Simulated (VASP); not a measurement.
Runs of VASP 6.6.1 on Cu3O2. The structure is that of space group I4/mmm (No. 139), or close to it. The cells are those of the table. 

| potentials or basis | cell | cutoff (eV) | gap on the mesh (eV) | pressure (GPa) |
| --- | --- | --- | --- | --- |
| VASP PAW LDA potentials, release 64 (Cu, O) | a = 4.713 Å, angles 132.5, 132.5, 69.4°, 5 atoms | 520 | none | -7.5 |
| VASP PAW LDA potentials, release 64 (Cu, O) | a = 4.345 Å, angles 127.7, 127.7, 77.2°, 5 atoms | 520 | none | (b) |
| VASP PAW LDA potentials, release 64 (Cu, O) | a = 4.306 Å, angles 126.0, 126.0, 79.9°, 5 atoms | 520 | none | 35.0 |
| VASP PAW LDA potentials, release 64 (Cu, O) | a = 4.404 Å, angles 129.0, 129.0, 75.0°, 5 atoms | 520 | none | (a) |
| VASP PAW LDA potentials, release 64 (Cu_sv_GW, O) | a = 4.513 Å, angles 129.2, 129.2, 74.7°, 5 atoms | 820 | none | 2.7 |

Alike in all rows: task single point; level LDA; no spin polarisation; k mesh 14 × 14 × 14; smearing gaussian 0.15 eV.

**Question.** Fill in the values left out.

**Answer.** (a) 20.2; (b) 28.2.

Caveats: the stress differs along the axes, from -28 to 2 GPa (at least some runs); the stress differs along the axes, from 14 to 56 GPa (at least some runs); the stress differs along the axes, from 11 to 84 GPa (at least some runs); the stress differs along the axes, from 14 to 32 GPa (at least some runs).

A gap of «none» marks levels without a gap at the run's occupations.

The runs don't all hold the same shells in valence.
